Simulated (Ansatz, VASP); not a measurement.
**Two plane-wave programs on Tc**

INCAR

```
PREC     = Accurate       # precision mode
ENCUT    = 600            # plane-wave cutoff, eV
EDIFF    = 1E-6           # SCF threshold, eV
ISMEAR   = -1             # smearing method
SIGMA    = 0.05           # smearing width, eV
LREAL    = F              # projectors in reciprocal space
LASPH    = T              # aspherical terms in the spheres
NELM     = 60             # most SCF steps
ALGO     = Fast           # electronic algorithm
ISIF     = 3              # what is computed and relaxed
LWAVE    = F              # write WAVECAR
LCHARG   = F              # write CHGCAR
GGA      = PS             # functional
IBRION   = 2              # ionic algorithm
NSW      = 60             # ionic steps
EDIFFG   = -0.01          # ionic threshold
```

File KPOINTS:

```
Automatic mesh
0
Gamma
  11 11 6
```

POSCAR

```
Tc
1.0
    2.7400000000      0.0000000000      0.0000000000
   -1.3700000000      2.3729096064      0.0000000000
    0.0000000000      0.0000000000      4.3980000000
Tc
2
Direct
    0.6666666667      0.3333333333      0.7500000000
    0.3333333333      0.6666666667      0.2500000000
```

input.yaml

```yaml
crystal:
  lattice:
    - [2.74, 0.0, 0.0]
    - [-1.37, 2.3729096064, 0.0]
    - [0.0, 0.0, 4.398]
  atoms:
    - { symbol: Tc, position: [0.6666666667, 0.3333333333, 0.75] }
    - { symbol: Tc, position: [0.3333333333, 0.6666666667, 0.25] }
hamiltonian:
  xc: pbesol
  pseudopotentials: { kind: paw }
kpoints:
  mp_grid: { grid: [11, 11, 6] }
scf:
  occupations: { method: fermi_dirac, width: 0.05 }
output:
  forces: true
  stress: true
  eigenvalues: true
relax:
  f_tol: 0.01
  max_steps: 40
  cell: { stress_tol: 0.05 }
```

Alike in both runs: task relaxation of cell and atoms; functional PBEsol; k mesh 11 × 11 × 6; occupations fermi-dirac, width 0.05 eV; no spin polarisation.

```csv
,VASP,Ansatz
version,VASP 6.6.1,Ansatz 0.2.0
potentials or method,"VASP PAW PBE potentials, release 64 (Tc_pv)",Ansatz PAW earlier set
plane-wave cutoff (eV),600,500
valence electrons in the cell,26,30
```

|  | VASP | Ansatz | Ansatz less VASP |
| --- | --- | --- | --- |
| gap on the k mesh at the Fermi level, each at its own relaxed structure (eV) | none | none | - |
| relaxed volume (Å³/atom) | 13.98 | 14.00 | +0.025 |
| relaxed cell length with the largest relative difference (Å) | 2.719 | 2.721 | +0.0017 |

VASP's potentials were made for PBE, not for PBEsol. A gap of «none» marks a metal or a gap that the smearing closes. VASP's potentials hold 26 valence electrons a cell and Ansatz's 30, so a difference there can come from the potentials and not from the codes.

Noted on Ansatz's run: the plane-wave basis is chosen anew once the cell has moved, so the energies of steps on either side of that aren't comparable.
